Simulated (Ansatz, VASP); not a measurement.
**One calculation of MgS, two programs**

```xyz
4
Lattice="4.0286 0.0000 0.0000 -2.0143 3.4889 0.0000 0.0000 0.0000 6.4544" Properties=species:S:1:pos:R:3 pbc="T T T"
Mg    0.0000    2.3259   -0.0185
Mg    2.0143    1.1630    3.2087
S     0.0000    2.3259    2.4389
S     2.0143    1.1630    5.6661
```

Alike in both runs: task single point; functional r2SCAN; k mesh 6 × 6 × 4; no spin polarisation.

|  | VASP | Ansatz |
| --- | --- | --- |
| version | VASP 6.6.1 | Ansatz 0.2.0 |
| potentials or method | VASP PAW PBE potentials, release 64 (Mg, S) | plane waves, PAW |
| plane-wave cutoff (eV) | 520 | 500 |
| occupations | gaussian, width 0.01 eV | fixed |
| valence electrons in the cell | 16 | 32 |

VASP gave:

```
gap on the k mesh at the Fermi level (eV) : 4.13
```

**Question.** What did Ansatz give for the same quantities?

**Answer.** gap on the k mesh at the Fermi level (eV): 4.15.

VASP's potentials were made for PBE, not for r2SCAN. VASP's potentials hold 16 valence electrons a cell and Ansatz's 32, so a difference there can come from the potentials and not from the codes.
